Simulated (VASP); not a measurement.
# TaTl: single point with r2SCAN

The system is TaTl.

```xyz
2
Lattice="3.6221 0.0000 0.0000 0.0000 3.6221 0.0000 0.0000 0.0000 3.6221" Properties=species:S:1:pos:R:3 pbc="T T T"
Ta    0.0000    0.0000    0.0000
Tl    1.8111    1.8111    1.8111
```

```json
{"Program": "VASP 6.6.1", "Task": "single point", "Functional": "r2SCAN", "Potentials or basis": "VASP PAW PBE potentials, release 64 (Ta_pv, Tl_d)", "Cutoff": "520 eV", "k mesh": "7 × 7 × 7", "Occupations": "fermi-dirac, width 0.05 eV", "Spin": "no spin polarisation"}
```

```json
{"Pressure": "-16.2 GPa", "Band gap on the k mesh": "zero (bands 12 and 13 overlap by 2.18 eV)"}
```

Levels at points of the mesh, in eV from the Fermi level:
```csv
k point,band 9,band 10,band 11,band 12,band 13,band 14,band 15,band 16
"(0.00, 0.00, 0.00)",-10.29,-1.31,-1.31,1.93,1.93,1.93,3.42,3.42
```

Run time: 2 min on 1 thread of Intel Xeon 8259CL, on a shared host, peak memory 0.17 GiB.

Caveat: the cell stands under tension; the PAW data sets were made with another functional, which shifts forces and pressure a little; spin-orbit coupling is left out, which moves the levels of the heavy elements.
